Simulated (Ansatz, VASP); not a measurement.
## One calculation of Si3As, two programs

```xyz
4
Lattice="3.2482 0.0000 0.0000 0.0000 3.2482 0.0000 0.0000 0.0000 6.0022" Properties=species:S:1:pos:R:3 pbc="T T T"
Si    1.6241    1.6241    1.6796
Si    1.6241    1.6241    4.3226
Si    0.0000    0.0000    3.0011
As    0.0000    0.0000    0.0000
```

Change from the starting cell: species swapped into the HgPb3 type (P4/mmm, No. 123).

Alike in both runs: functional PBE; k mesh 6 × 6 × 4; occupations gaussian, width 0.1 eV; no spin polarisation.

Ansatz relaxed the structure, and its values are those at the end. VASP's run is a single point on that final structure, the one shown.

|  | VASP | Ansatz |
| --- | --- | --- |
| version | VASP 6.6.1 | Ansatz 0.2.0 |
| potentials or method | VASP PAW PBE potentials, release 64 (Si, As), cutoff 520 eV | scalar-relativistic, plane waves, PAW |
| valence electrons in the cell | 17 | 27 |

|  | VASP | Ansatz | Ansatz less VASP |
| --- | --- | --- | --- |
| gap on the k mesh at the Fermi level (eV) | none | none | - |
| pressure (GPa) | 0.1 | 0.1 | -0.03 |
| rms of the force components (eV/Å) | 0.004 | 0.001 | -0.0036 |

A gap of «none» marks a metal or a gap that the smearing closes. With one functional, cell and mesh, what is left measures potentials, basis and numerics. VASP's potentials hold 17 valence electrons a cell and Ansatz's 27, so a difference there can come from the potentials and not from the codes.
